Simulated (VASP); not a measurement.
# ZnS (F-43m) in VASP: settings compared, part 2 of 2

VASP 6.6.1.

## 5. Single point, SVWN5

This run uses another cell than the first one, of 18.56 Å³/atom, 0.941 times its volume.

Input file INCAR:

```
ALGO = Normal ; EDIFF = 1E-7
ENCUT = 520 ; GGA = VW
ISIF = 2 ; ISMEAR = -1
LASPH = True ; LCHARG = False
LREAL = False ; LWAVE = False
NBANDS = 16 ; NELM = 100
PREC = Accurate ; SIGMA = 0.05
```

Input file KPOINTS:

```
k-points
0
Gamma
  9 9 9
```

Input file POSCAR:

```
ZnS
1.0
    0.0000000000      2.6478660046      2.6478660046
    2.6478660046      0.0000000000      2.6478660046
    2.6478660046      2.6478660046      0.0000000000
Zn S
1 1
Direct
    0.7500000000      0.7500000000      0.7500000000
    0.0000000000      0.0000000000      0.0000000000
```

Potentials or basis: VASP PAW PBE potentials, release 64 (Zn, S).

The run is started by

```sh
$ cat potpaw_PBE.64/Zn/POTCAR potpaw_PBE.64/S/POTCAR > POTCAR
$ mpirun -np 1 vasp_std > vasp.out
```

OUTCAR:

```text
EDIFF = 1E-7
   ENCUT = 520
   GGA = VW
   ISIF = 2
   ISMEAR = -1
   LASPH = True
   LREAL = False
   NELM = 100
   PREC = Accurate

 ion  position               nearest neighbor table
   1  0.750  0.750  0.750-   2 2.29   2 2.29   2 2.29   2 2.29
   2  0.000  0.000  0.000-   1 2.29   1 2.29   1 2.29   1 2.29

  LATTYP: Found a face centered cubic cell.
 ALAT       =     5.2957320092

  Lattice vectors:

 A1 = (   0.0000000000,   2.6478660046,   2.6478660046)
 A2 = (   2.6478660046,   0.0000000000,   2.6478660046)
 A3 = (   2.6478660046,   2.6478660046,   0.0000000000)

Analysis of symmetry for initial positions (statically):
=====================================================================
 Subroutine PRICEL returns:
 Original cell was already a primitive cell.

 Routine SETGRP: Setting up the symmetry group for a
 face centered cubic supercell.

 Subroutine GETGRP returns: Found 24 space group operations
 (whereof 24 operations were pure point group operations)
 out of a pool of 48 trial point group operations.

The static configuration has the point symmetry T_d .

Analysis of symmetry for dynamics (positions and initial velocities):
=====================================================================
 Subroutine PRICEL returns:
 Original cell was already a primitive cell.

 Routine SETGRP: Setting up the symmetry group for a
 face centered cubic supercell.

 Subroutine GETGRP returns: Found 24 space group operations
 (whereof 24 operations were pure point group operations)
 out of a pool of 48 trial point group operations.

The dynamic configuration has the point symmetry T_d .

 Subroutine INISYM returns: Found 24 space group operations
 (whereof 24 operations are pure point group operations),
 and found     1 'primitive' translations

----------------------------------------------------------------------------------------

                                     Primitive cell

  volume of cell :      37.1294

  direct lattice vectors                    reciprocal lattice vectors
     0.000000000  2.647866005  2.647866005    -0.188831308  0.188831308  0.188831308
     2.647866005  0.000000000  2.647866005     0.188831308 -0.188831308  0.188831308
     2.647866005  2.647866005  0.000000000     0.188831308  0.188831308 -0.188831308

  length of vectors
     3.744648015  3.744648015  3.744648015     0.327065419  0.327065419  0.327065419

  position of ions in fractional coordinates (direct lattice)
     0.750000000  0.750000000  0.750000000
     0.000000000  0.000000000  0.000000000

  ion indices of the primitive-cell ions
   primitive index   ion index
                 1           1
                 2           2

----------------------------------------------------------------------------------------

 KPOINTS: k-points

Automatic generation of k-mesh.
 Grid dimensions read from file:
 generate k-points for:    9    9    9

 Generating k-lattice:

  Cartesian coordinates                     Fractional coordinates (reciprocal lattice)
    -0.020981256  0.020981256  0.020981256     0.111111111  0.000000000  0.000000000
     0.020981256 -0.020981256  0.020981256     0.000000000  0.111111111  0.000000000
     0.020981256  0.020981256 -0.020981256     0.000000000  0.000000000  0.111111111

  Length of vectors
     0.036340602  0.036340602  0.036340602

  Shift w.r.t. Gamma in fractional coordinates (k-lattice)
     0.000000000  0.000000000  0.000000000

 Subroutine IBZKPT returns following result:
 ===========================================

 Found     35 irreducible k-points:

 Following reciprocal coordinates:
            Coordinates               Weight
  0.000000  0.000000  0.000000      1.000000
  0.111111  0.000000  0.000000      8.000000
  0.222222  0.000000  0.000000      8.000000
  0.333333  0.000000  0.000000      8.000000
  0.444444  0.000000  0.000000      8.000000
  0.111111  0.111111  0.000000      6.000000
[... 16 lines left out ...]
 -0.333333  0.333333  0.000000     12.000000
  0.444444  0.444444  0.000000      6.000000
 [... further k-points ...]
   k-points           NKPTS =     35   k-points in BZ     NKDIM =     35   number of bands    NBANDS=     16
   number of dos      NEDOS =    301   number of ions     NIONS =      2
   total plane-waves  NPLWV =  21952
   dimension x,y,z NGX =    28 NGY =   28 NGZ =   28
   dimension x,y,z NGXF=    56 NGYF=   56 NGZF=   56
   ions per type =               1   1
   NGX,Y,Z   is equivalent  to a cutoff of  12.43, 12.43, 12.43 a.u.
   NGXF,Y,Z  is equivalent  to a cutoff of  24.86, 24.86, 24.86 a.u.
 SYSTEM =  unknown system
   PREC   = accura    normal or accurate (medium, high low for compatibility)
   ISTART =      0    job   : 0-new  1-cont  2-samecut
   ICHARG =      2    charge: 1-file 2-atom 10-const
   ISPIN  =      1    spin polarized calculation?
   LNONCOLLINEAR =      F non collinear calculations
   LSORBIT =      F    spin-orbit coupling
   LASPH  =      T    aspherical Exc in radial PAW
   ENCUT  =  520.0 eV  38.22 Ry    6.18 a.u.   6.96  6.96  6.96*2*pi/ulx,y,z
   NELM   =    100;   NELMIN=  2; NELMDL= -5     # of ELM steps
   EDIFF  = 0.1E-06   stopping-criterion for ELM
   LREAL  =      F    real-space projection
   EDIFFG = 0.1E-05   stopping-criterion for IOM
   NSW    =      0    number of steps for IOM
   IBRION =     -1    ionic relax: 0-MD 1-quasi-New 2-CG
   NFREE  =      0    steps in history (QN), initial steepest desc. (CG)
   ISIF   =      2    stress and relaxation
   ISYM   =      2    0-nonsym 1-usesym 2-fastsym
   POTIM  = 0.5000    time-step for ionic-motion
   TEBEG  =    0.0;   TEEND  =   0.0 temperature during run
   PSTRESS=    0.0 pullay stress
   NELECT =      18.0000    total number of electrons
   NUPDOWN=      -1.0000    fix difference up-down
   EMIN   =  10.00;   EMAX   =-10.00  energy-range for DOS
   EFERMI =   0.00;   METHOD = LEGACY
   ISMEAR =    -1;   SIGMA  =   0.05  broadening in eV -4-tet -1-fermi 0-gaus
   EFERMI_NEDOS =   21; number of points for ismear=-14 and -15
   IALGO  =     38    algorithm
   IMIX   =      4    mixing-type and parameters
     AMIX     =   0.40;   BMIX     =  1.00
     AMIX_MAG =   1.60;   BMIX_MAG =  1.00
  volume/ion in A,a.u.               =      18.56       125.28
  Fermi-wavevector in a.u.,A,eV,Ry     =   1.286055  2.430292 22.503198  1.653938
  Thomas-Fermi vector in A             =   2.418153
   LORBIT       =      0    0 simple, 1 ext, 2 COOP (PROOUT), +10 PAW based schemes
   GGA     = VW    functional components
   LHFCALC =     F    Hartree Fock is set to
   AEXX    =    0.0000 exact exchange contribution
   IVDW    =     0    specifies the selected vdW correction
   LEPSILON=     F    determine dielectric tensor
   LRPA    =     F    only Hartree local field effects (RPA)
 non-spin polarized calculation
  energy-cutoff  :      520.00
  volume of cell :       37.13
 maximum number of plane-waves:      1018
   NGX = 13   NGY = 13   NGZ = 13

 number of electron      18.0000014 magnetization

 Free energy of the ion-electron system (eV)
  ---------------------------------------------------
  ext. energy  EPLUGINS =         0.00000000
  ---------------------------------------------------
  free energy    TOTEN  =        -8.14507022 eV

  energy without entropy =       -8.14507022  energy(sigma->0) =       -8.14507022

 E-fermi :   3.4178     XC(G=0): -10.3145

 val. band max:        2.4244013125   @ k =   0.0000   0.0000   0.0000
 cond. band min:       4.5650922308   @ k =   0.0000   0.0000   0.0000
 fundamental gap:      2.1406909183
 Fermi energy:         3.4178445482

 k-point     1 :       0.0000    0.0000    0.0000
  band No.  band energies     occupation
      1     -11.1492      2.00000
      2      -4.3173      2.00000
      3      -4.3173      2.00000
      4      -4.3173      2.00000
      5      -3.7598      2.00000
      6      -3.7598      2.00000
[... 8 lines left out ...]
     15      14.3121      0.00000
     16      14.3121      0.00000

 k-point     2 :       0.1111    0.0000    0.0000
  band No.  band energies     occupation
      1     -11.0441      2.00000
      2      -4.3215      2.00000
      3      -4.2984      2.00000
      4      -4.2984      2.00000
      5      -3.7617      2.00000
      6      -3.7617      2.00000
[... 8 lines left out ...]
     15      13.7233      0.00000
     16      14.9659      0.00000
[... 387 lines left out ...]
      5      -3.7437      2.00000
      6      -3.4524      2.00000
[... 8 lines left out ...]
     15      14.1842      0.00000
     16      19.2340      0.00000

 k-point    24 :       0.4444    0.4444    0.0000
  band No.  band energies     occupation
      1      -9.7709      2.00000
      2      -4.4023      2.00000
      3      -3.9476      2.00000
      4      -3.9476      2.00000
      5      -3.6747      2.00000
      6      -3.5889      2.00000
[... 8 lines left out ...]
     15      16.2612      0.00000
     16      17.7230      0.00000

 [... further k-points ...]
[... 5 lines left out ...]
  --------------------------------------------------------------------------------------
  -------------------------------------------------------------------------------------
  Total        0.0656417      0.0656417      0.0656417      0.0000000     -0.0000000      0.0000000
  in kB        2.8325149      2.8325149      2.8325149      0.0000000     -0.0000000      0.0000000
  external PRESSURE =       2.8325149 kB  Pullay stress =       0.0000000 kB

 VOLUME and BASIS-vectors are now :
 -----------------------------------------------------------------------------
  energy-cutoff  :      520.00
  volume of cell :       37.13
      direct lattice vectors                 reciprocal lattice vectors
     0.000000000  2.647866005  2.647866005    -0.188831308  0.188831308  0.188831308
     2.647866005  0.000000000  2.647866005     0.188831308 -0.188831308  0.188831308
     2.647866005  2.647866005  0.000000000     0.188831308  0.188831308 -0.188831308

 POSITION                                       TOTAL-FORCE (eV/Angst)
 -----------------------------------------------------------------------------------
      3.97180      3.97180      3.97180        -0.000000     -0.000000     -0.000000
      0.00000      0.00000      0.00000         0.000000      0.000000      0.000000
 -----------------------------------------------------------------------------------
    total drift:                                0.000001      0.000001      0.000001

  FREE ENERGIE OF THE ION-ELECTRON SYSTEM (eV)
  ---------------------------------------------------
  free  energy   TOTEN  =        -8.1450702245 eV

  energy  without entropy=       -8.1450702244  energy(sigma->0) =       -8.14507022
```

Run time: 12 s. Hardware: 1 thread of Intel Xeon 6975P-C, shared host; peak memory 0.15 GiB.

Results:

| Quantity | Value |
| --- | --- |
| Free energy | -8.1451 eV |
| Pressure | 0.3 GPa |
| Band gap on the k mesh | 2.14 eV, direct |

Caveat: the PAW data sets were made with another functional, which shifts forces and pressure a little.

## 6. Single point, LDA

This run uses another cell than the first one, of 18.54 Å³/atom, 0.940 times its volume.

Input file INCAR:

```
PREC = Accurate
ENCUT = 520
EDIFF = 1E-6
ISMEAR = -1
SIGMA = 0.05
LREAL = F
LASPH = T
NELM = 100
ALGO = Normal
ISIF = 2
LWAVE = F
LCHARG = F
GGA = CA
NBANDS = 16
```

Input file KPOINTS:

```
regular mesh
0
Gamma
  9 9 9
```

Input file POSCAR:

```
ZnS
1.0
    0.0000000000      2.6468416657      2.6468416657
    2.6468416657      0.0000000000      2.6468416657
    2.6468416657      2.6468416657      0.0000000000
Zn S
1 1
Direct
    0.7500000000      0.7500000000      0.7500000000
    0.0000000000      0.0000000000      0.0000000000
```

Potentials or basis: VASP PAW LDA potentials, release 64 (Zn, S).

The run is started by

```sh
$ cat potpaw_LDA.64/Zn/POTCAR potpaw_LDA.64/S/POTCAR > POTCAR
$ mpirun -np 1 vasp_std > vasp.out
```

Run time: 12 s. Hardware: 1 thread of Intel Xeon 6975P-C, shared host; peak memory 0.14 GiB.

It converged, with:

* Free energy: -8.2076 eV
* Pressure: 0.4 GPa
* Band gap on the k mesh: 2.17 eV, direct

Levels at points of the mesh, in eV from the valence-band top:
| k point | band 6 | band 7 | band 8 | band 9 | band 10 | band 11 | band 12 | band 13 |
| --- | --- | --- | --- | --- | --- | --- | --- | --- |
| (0.00, 0.00, 0.00) | -6.21 | 0.00 | 0.00 | 0.00 | 2.17 | 6.21 | 6.21 | 6.21 |

## 7. Summary

| level | potentials or basis | cell | smearing | gap on the mesh (eV) | pressure (GPa) |
| --- | --- | --- | --- | --- | --- |
| PBE | VASP PAW PBE potentials, release 64 (Zn, S) | a = 3.821 Å, angles 60.0°, 2 atoms | gaussian 0.014 eV | 2.11 | 1.8 |
| revPBE | VASP PAW PBE potentials, release 64 (Zn, S) | a = 3.743 Å, angles 60.0°, 2 atoms | fermi-dirac 0.05 eV | 2.51 | 9.2 |
| BLYP+D3(BJ) | VASP PAW PBE potentials, release 64 (Zn, S) | a = 3.743 Å, angles 60.0°, 2 atoms | fermi-dirac 0.05 eV | 2.42 | 4.5 |
| SVWN5 | VASP PAW PBE potentials, release 64 (Zn, S) | a = 3.745 Å, angles 60.0°, 2 atoms | fermi-dirac 0.05 eV | 2.14 | 0.3 |
| LDA | VASP PAW LDA potentials, release 64 (Zn, S) | a = 3.743 Å, angles 60.0°, 2 atoms | fermi-dirac 0.05 eV | 2.17 | 0.4 |

Alike in all rows: task single point; no spin polarisation; k mesh 9 × 9 × 9; cutoff (eV) 520.

Caveats: the PAW data sets were made with another functional, which shifts forces and pressure a little (some runs).

Absolute energies hang on the potentials; compare differences alone.

## 8. Comparison with measurements

Step 2. Against the measured gap of ZnS, 3.85 eV (direct; 19 K; quoted in “Electronic, vibrational, and thermodynamic properties of ZnS (zincblende and rocksalt structure)”, 2009, arxiv:0911.5022), the calculated 2.11 eV is off by -1.74 eV. The value is that of PBE, without temperature or zero-point motion. Semilocal functionals fall short of measured gaps as a rule.

Step 5. Measured gap of ZnS: 3.85 eV (direct; 19 K; quoted in “Electronic, vibrational, and thermodynamic properties of ZnS (zincblende and rocksalt structure)”, 2009, arxiv:0911.5022). This calculation gives 2.14 eV (-1.71 eV). The value is that of SVWN5, without temperature or zero-point motion.

Step 6. Against the measured gap of ZnS, 3.85 eV (direct; 19 K; quoted in “Electronic, vibrational, and thermodynamic properties of ZnS (zincblende and rocksalt structure)”, 2009, arxiv:0911.5022), the calculated 2.17 eV is off by -1.68 eV. The value is that of LDA, without temperature or zero-point motion. Semilocal functionals fall short of measured gaps as a rule.
